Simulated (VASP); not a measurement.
# TiO2 (P4_2nm) in VASP: notebook

The runs below take TiO2 through single point, with r2SCAN+U.

All numbers are computed with VASP 6.6.1; they aren't measurements. Logs are shortened: lines on timing, memory, paths and dates and some standing lists are left out, and cuts for length are marked.

## (1) The cell of the first run

The structure is tetragonal, space group P4_2nm (No. 102). Conventional cell: a = 4.597 Å, b = 4.597 Å, c = 2.993 Å, α = 90.00°, β = 90.00°, γ = 90.00°. Within 2.3 Å of Ti (site symmetry 2mm) lie 6 O at 1.75 to 2.19 Å. O (site symmetry m) has 3 Ti at 1.75 to 2.19 Å within 2.3 Å.

## (2) Single point, r2SCAN+U (atoms displaced along a vibrational mode)

Input file POSCAR:

```
TiO2
1.0
    4.5973635523      0.0000000000      0.0000000000
    0.0000000000      4.5973635523      0.0000000000
    0.0000000000      0.0000000000      2.9928841877
Ti O
2 4
Direct
    0.0000000000      0.0000000000      0.0390872180
    0.5000000000      0.5000000000      0.5390872180
    0.3051400959      0.3051400959     -0.0584720253
    0.1948599041      0.8051400959      0.4415279747
    0.6948599041      0.6948599041     -0.0584720253
    0.8051400959      0.1948599041      0.4415279747
```

Input file INCAR.step1:

```
SYSTEM = TiO2
PREC     = Accurate       ! precision mode
ENCUT    = 520            ! plane-wave cutoff, eV
ISMEAR   = 0              ! smearing method
SIGMA    = 0.05           ! smearing width, eV
LREAL    = .False.        ! projectors in reciprocal space
LASPH    = .True.         ! aspherical terms in the spheres
NELM     = 150            ! most SCF steps
LMAXMIX  = 4              ! l up to which the mixer works
LDAU     = .True.         ! DFT+U
LDAUTYPE = 2            
LDAUL    = 2 -1           ! shell
LDAUU    = 4 0            ! U, eV
LDAUJ    = 0 0          
NBANDS   = 33             ! bands
GGA      = PE             ! functional
ALGO     = Normal         ! electronic algorithm
EDIFF    = 1E-4           ! SCF threshold, eV
LWAVE    = .True.         ! write WAVECAR
LCHARG   = .False.        ! write CHGCAR
```

Input file INCAR.step2:

```
SYSTEM = TiO2
PREC     = Accurate       ! precision mode
ENCUT    = 520            ! plane-wave cutoff, eV
EDIFF    = 1E-6           ! SCF threshold, eV
ISMEAR   = 0              ! smearing method
SIGMA    = 0.05           ! smearing width, eV
LREAL    = .False.        ! projectors in reciprocal space
LASPH    = .True.         ! aspherical terms in the spheres
NELM     = 150            ! most SCF steps
ALGO     = Normal         ! electronic algorithm
ISIF     = 2              ! what is computed and relaxed
LWAVE    = .False.        ! write WAVECAR
LCHARG   = .False.        ! write CHGCAR
LMAXMIX  = 4              ! l up to which the mixer works
LDAU     = .True.         ! DFT+U
LDAUTYPE = 2            
LDAUL    = 2 -1           ! shell
LDAUU    = 4 0            ! U, eV
LDAUJ    = 0 0          
LDAUPRINT= 1            
METAGGA  = R2SCAN         ! meta-GGA
LMIXTAU  = .True.       
NBANDS   = 33             ! bands
ISTART   = 1
```

Input file KPOINTS:

```
Automatic mesh
0
Gamma
  6 6 8
  0 0 0
```

Potentials or basis: VASP PAW PBE potentials, release 64 (Ti_sv, O).

On the command line:

```
> cat potpaw_PBE.64/Ti_sv/POTCAR potpaw_PBE.64/O/POTCAR > POTCAR
> cp INCAR.step1 INCAR
> mpirun -np 1 vasp_std > vasp.out
> cp INCAR.step2 INCAR
> mpirun -np 1 vasp_std > vasp.out
```

OUTCAR:

```text
SYSTEM = TiO2
   PREC = Accurate
   ENCUT = 520
   EDIFF = 1E-6
   ISMEAR = 0
   LREAL = .False.
   LASPH = .True.
   NELM = 150
   ISIF = 2
   METAGGA = R2SCAN
   ISTART = 1

 ion  position               nearest neighbor table
   1  0.000  0.000  0.039-   4 1.75   6 1.75   5 2.01   3 2.01   4 2.19   6 2.19
   2  0.500  0.500  0.539-   3 1.75   5 1.75   4 2.01   6 2.01   3 2.19   5 2.19
   3  0.305  0.305  0.942-   2 1.75   1 2.01   2 2.19
   4  0.195  0.805  0.442-   1 1.75   2 2.01   1 2.19
   5  0.695  0.695  0.942-   2 1.75   1 2.01   2 2.19
   6  0.805  0.195  0.442-   1 1.75   2 2.01   1 2.19

  LATTYP: Found a simple tetragonal cell.
 ALAT       =     4.5973635523
 C/A-ratio  =     0.6510001121

  Lattice vectors:

 A1 = (   4.5973635523,   0.0000000000,   0.0000000000)
 A2 = (   0.0000000000,   4.5973635523,   0.0000000000)
 A3 = (   0.0000000000,   0.0000000000,   2.9928841877)

Analysis of symmetry for initial positions (statically):
=====================================================================
 Subroutine PRICEL returns:
 Original cell was already a primitive cell.

 Routine SETGRP: Setting up the symmetry group for a
 simple tetragonal supercell.

 Subroutine GETGRP returns: Found  8 space group operations
 (whereof  4 operations were pure point group operations)
 out of a pool of 16 trial point group operations.

The static configuration has the point symmetry C_2v.
 The point group associated with its full space group is C_4v.

Analysis of symmetry for dynamics (positions and initial velocities):
=====================================================================
 Subroutine PRICEL returns:
 Original cell was already a primitive cell.

 Routine SETGRP: Setting up the symmetry group for a
 simple tetragonal supercell.

 Subroutine GETGRP returns: Found  8 space group operations
 (whereof  4 operations were pure point group operations)
 out of a pool of 16 trial point group operations.

The dynamic configuration has the point symmetry C_2v.
 The point group associated with its full space group is C_4v.

 Subroutine INISYM returns: Found  8 space group operations
 (whereof  4 operations are pure point group operations),
 and found     1 'primitive' translations

----------------------------------------------------------------------------------------

                                     Primitive cell

  volume of cell :      63.2569

  direct lattice vectors                    reciprocal lattice vectors
     4.597363552  0.000000000  0.000000000     0.217515972  0.000000000  0.000000000
     0.000000000  4.597363552  0.000000000     0.000000000  0.217515972  0.000000000
     0.000000000  0.000000000  2.992884188     0.000000000  0.000000000  0.334125859

  length of vectors
     4.597363552  4.597363552  2.992884188     0.217515972  0.217515972  0.334125859

  position of ions in fractional coordinates (direct lattice)
     0.000000000  0.000000000  0.039087218
     0.500000000  0.500000000  0.539087218
     0.305140096  0.305140096  0.941527975
     0.194859904  0.805140096  0.441527975
     0.694859904  0.694859904  0.941527975
     0.805140096  0.194859904  0.441527975

  ion indices of the primitive-cell ions
   primitive index   ion index
                 1           1
                 2           2
                 3           3
                 4           4
                 5           5
                 6           6

[... 106 lines left out ...]
 non-spin polarized calculation
 Gauss-broadening in eV      SIGMA  =   0.05
  energy-cutoff  :      520.00
  volume of cell :       63.26
 maximum number of plane-waves:      1724
 NGX is ok and might be reduce to    36
   NGX = 17   NGY = 17   NGZ = 11

atom =   1  type =  1  l = 2

 onsite density matrix

spin component  1

  0.2125  0.0000 -0.0441  0.0000  0.0000
  0.0000  0.2055  0.0000 -0.0967  0.0000
 -0.0441  0.0000  0.1309  0.0000 -0.0000
  0.0000 -0.0967  0.0000  0.2055  0.0000
  0.0000  0.0000 -0.0000  0.0000  0.1057

spin component  2

  0.2125  0.0000 -0.0441  0.0000  0.0000
  0.0000  0.2055  0.0000 -0.0967  0.0000
 -0.0441  0.0000  0.1309  0.0000 -0.0000
  0.0000 -0.0967  0.0000  0.2055  0.0000
  0.0000  0.0000 -0.0000  0.0000  0.1057

 occupancies and eigenvectors

  o =  0.1057  v =  0.0000  0.0000  0.0000  0.0000  1.0000  0.0000  0.0000  0.0000  0.0000  0.0000      0.0000  0.0000  0.0000  0.0000  0.0000  0.0000  0.0000  0.0000  0.0000  0.0000
  o =  0.1057  v =  0.0000  0.0000  0.0000  0.0000  0.0000  0.0000  0.0000  0.0000  0.0000  1.0000      0.0000  0.0000  0.0000  0.0000  0.0000  0.0000  0.0000  0.0000  0.0000  0.0000
  o =  0.1088  v =  0.0000 -0.7071  0.0000 -0.7071  0.0000  0.0000  0.0000  0.0000  0.0000  0.0000      0.0000  0.0000  0.0000  0.0000  0.0000  0.0000  0.0000  0.0000  0.0000  0.0000
  o =  0.1088  v =  0.0000  0.0000  0.0000  0.0000  0.0000  0.0000 -0.7071  0.0000 -0.7071  0.0000      0.0000  0.0000  0.0000  0.0000  0.0000  0.0000  0.0000  0.0000  0.0000  0.0000
  o =  0.1117  v =  0.0000  0.0000  0.0000  0.0000  0.0000 -0.4005  0.0000 -0.9163  0.0000  0.0000      0.0000  0.0000  0.0000  0.0000  0.0000  0.0000  0.0000  0.0000  0.0000  0.0000
  o =  0.1117  v = -0.4005  0.0000 -0.9163  0.0000  0.0000  0.0000  0.0000  0.0000  0.0000  0.0000      0.0000  0.0000  0.0000  0.0000  0.0000  0.0000  0.0000  0.0000  0.0000  0.0000
  o =  0.2317  v = -0.9163  0.0000  0.4005  0.0000 -0.0000  0.0000  0.0000  0.0000  0.0000  0.0000      0.0000  0.0000  0.0000  0.0000  0.0000  0.0000  0.0000  0.0000  0.0000  0.0000
  o =  0.2317  v =  0.0000  0.0000  0.0000  0.0000  0.0000 -0.9163  0.0000  0.4005  0.0000 -0.0000      0.0000  0.0000  0.0000  0.0000  0.0000  0.0000  0.0000  0.0000  0.0000  0.0000
  o =  0.3022  v =  0.0000  0.0000  0.0000  0.0000  0.0000  0.0000  0.7071  0.0000 -0.7071  0.0000      0.0000  0.0000  0.0000  0.0000  0.0000  0.0000  0.0000  0.0000  0.0000  0.0000
  o =  0.3022  v =  0.0000  0.7071  0.0000 -0.7071  0.0000  0.0000  0.0000  0.0000  0.0000  0.0000      0.0000  0.0000  0.0000  0.0000  0.0000  0.0000  0.0000  0.0000  0.0000  0.0000

atom =   2  type =  1  l = 2

 onsite density matrix

spin component  1

  0.2125  0.0000  0.0441  0.0000  0.0000
  0.0000  0.2055  0.0000  0.0967  0.0000
  0.0441  0.0000  0.1309  0.0000  0.0000
  0.0000  0.0967  0.0000  0.2055  0.0000
  0.0000  0.0000  0.0000  0.0000  0.1057

spin component  2

  0.2125  0.0000  0.0441  0.0000  0.0000
  0.0000  0.2055  0.0000  0.0967  0.0000
  0.0441  0.0000  0.1309  0.0000  0.0000
  0.0000  0.0967  0.0000  0.2055  0.0000
  0.0000  0.0000  0.0000  0.0000  0.1057

 occupancies and eigenvectors

  o =  0.1057  v = -0.0000 -0.0000  0.0000  0.0000 -1.0000  0.0000  0.0000  0.0000  0.0000  0.0000      0.0000  0.0000  0.0000  0.0000  0.0000  0.0000  0.0000  0.0000  0.0000  0.0000
  o =  0.1057  v =  0.0000  0.0000  0.0000  0.0000  0.0000 -0.0000 -0.0000  0.0000  0.0000 -1.0000      0.0000  0.0000  0.0000  0.0000  0.0000  0.0000  0.0000  0.0000  0.0000  0.0000
  o =  0.1088  v = -0.0000  0.7071  0.0000 -0.7071 -0.0000  0.0000  0.0000  0.0000  0.0000  0.0000      0.0000  0.0000  0.0000  0.0000  0.0000  0.0000  0.0000  0.0000  0.0000  0.0000
  o =  0.1088  v =  0.0000  0.0000  0.0000  0.0000  0.0000 -0.0000  0.7071  0.0000 -0.7071 -0.0000      0.0000  0.0000  0.0000  0.0000  0.0000  0.0000  0.0000  0.0000  0.0000  0.0000
  o =  0.1117  v =  0.0000  0.0000  0.0000  0.0000  0.0000 -0.4005 -0.0000  0.9163  0.0000  0.0000      0.0000  0.0000  0.0000  0.0000  0.0000  0.0000  0.0000  0.0000  0.0000  0.0000
  o =  0.1117  v = -0.4005 -0.0000  0.9163  0.0000  0.0000  0.0000  0.0000  0.0000  0.0000  0.0000      0.0000  0.0000  0.0000  0.0000  0.0000  0.0000  0.0000  0.0000  0.0000  0.0000
  o =  0.2317  v =  0.0000  0.0000  0.0000  0.0000  0.0000 -0.9163 -0.0000 -0.4005 -0.0000 -0.0000      0.0000  0.0000  0.0000  0.0000  0.0000  0.0000  0.0000  0.0000  0.0000  0.0000
  o =  0.2317  v = -0.9163 -0.0000 -0.4005 -0.0000 -0.0000  0.0000  0.0000  0.0000  0.0000  0.0000      0.0000  0.0000  0.0000  0.0000  0.0000  0.0000  0.0000  0.0000  0.0000  0.0000
  o =  0.3022  v = -0.0000  0.7071 -0.0000  0.7071 -0.0000  0.0000  0.0000  0.0000  0.0000  0.0000      0.0000  0.0000  0.0000  0.0000  0.0000  0.0000  0.0000  0.0000  0.0000  0.0000
  o =  0.3022  v =  0.0000  0.0000  0.0000  0.0000  0.0000 -0.0000  0.7071 -0.0000  0.7071 -0.0000      0.0000  0.0000  0.0000  0.0000  0.0000  0.0000  0.0000  0.0000  0.0000  0.0000

 number of electron      48.0000029 magnetization

 Free energy of the ion-electron system (eV)
  ---------------------------------------------------
  ext. energy  EPLUGINS =         0.00000000
  ---------------------------------------------------
  free energy    TOTEN  =       -63.74971468 eV

  energy without entropy =      -63.74971468  energy(sigma->0) =      -63.74971468

 E-fermi :   4.6123     XC(G=0): -12.0311

 val. band max:        4.3215742016   @ k =   0.0000   0.0000   0.0000
 cond. band min:       7.9103999847   @ k =   0.5000   0.5000   0.5000
 fundamental gap:      3.5888257831
 Fermi energy:         4.6123392098

 k-point     1 :       0.0000    0.0000    0.0000
  band No.  band energies     occupation
      1     -55.0436      2.00000
      2     -55.0271      2.00000
      3     -30.3559      2.00000
      4     -30.3559      2.00000
      5     -30.1968      2.00000
      6     -30.1569      2.00000
[... 853 lines left out ...]
     32      10.1379      0.00000
     33      12.3838      0.00000

 [... further k-points ...]

------------------------ aborting loop because EDIFF is reached ----------------------------------------

  FORCE on cell =-STRESS in cart. coord.  units (eV):
  Direction    XX          YY          ZZ          XY          YZ          ZX
  --------------------------------------------------------------------------------------
  -------------------------------------------------------------------------------------
  Total        6.4036296      6.4036296      9.2534597      0.0000000      0.0000000      0.0000000
  in kB      162.1919067    162.1919067    234.3727483      0.0000000      0.0000000      0.0000000
  external PRESSURE =     186.2521872 kB  Pullay stress =       0.0000000 kB

 VOLUME and BASIS-vectors are now :
 -----------------------------------------------------------------------------
  energy-cutoff  :      520.00
  volume of cell :       63.26
      direct lattice vectors                 reciprocal lattice vectors
     4.597363552  0.000000000  0.000000000     0.217515972  0.000000000  0.000000000
     0.000000000  4.597363552  0.000000000     0.000000000  0.217515972  0.000000000
     0.000000000  0.000000000  2.992884188     0.000000000  0.000000000  0.334125859

 POSITION                                       TOTAL-FORCE (eV/Angst)
 -----------------------------------------------------------------------------------
      0.00000      0.00000      0.11698        -0.000000      0.000000     -4.080242
      2.29868      2.29868      1.61343        -0.000000      0.000000     -4.080242
      1.40284      1.40284      2.81788        -1.253886     -1.253886      2.040121
      0.89584      3.70152      1.32144         1.253886     -1.253886      2.040121
      3.19452      3.19452      2.81788         1.253886      1.253886      2.040121
      3.70152      0.89584      1.32144        -1.253886      1.253886      2.040121
 -----------------------------------------------------------------------------------
    total drift:                                0.000000      0.000000     -0.000658

  FREE ENERGIE OF THE ION-ELECTRON SYSTEM (eV)
  ---------------------------------------------------
  free  energy   TOTEN  =       -63.7497146819 eV

  energy  without entropy=      -63.7497146819  energy(sigma->0) =      -63.74971468
```

It took 4.2 min on 1 thread of Intel Xeon Platinum 8259CL at 2.50GHz (Skylake/Cascade Lake), shared host; peak memory 0.23 GiB.

Results:

| Property | Result |
| --- | --- |
| Free energy | -63.7497 eV |
| Pressure | 18.6 GPa |
| Largest force | 4.080 eV/Å |
| Band gap on the k mesh | 3.59 eV (least direct gap 4.04 eV) |

Forces on the atoms (eV/Å):
```
Ti   0.000  0.000 -4.080
Ti   0.000  0.000 -4.080
O   -1.254 -1.254  2.040
O    1.254 -1.254  2.040
O    1.254  1.254  2.040
O   -1.254  1.254  2.040
```

Eigenvalues of the final occupation matrices:
```
    site  spin  trace               eigenvalues
site 1 d     1   0.86  0.11 0.11 0.11 0.23 0.30
site 1 d     2   0.86  0.11 0.11 0.11 0.23 0.30
site 2 d     1   0.86  0.11 0.11 0.11 0.23 0.30
site 2 d     2   0.86  0.11 0.11 0.11 0.23 0.30
```

Caveat: the cell differs from its parent crystal (atoms displaced along a vibrational mode); the cell stands under pressure; the PAW data sets were made with another functional, which shifts forces and pressure a little. A k mesh can miss the band edges.

(Part 1 of 2 ends here.)
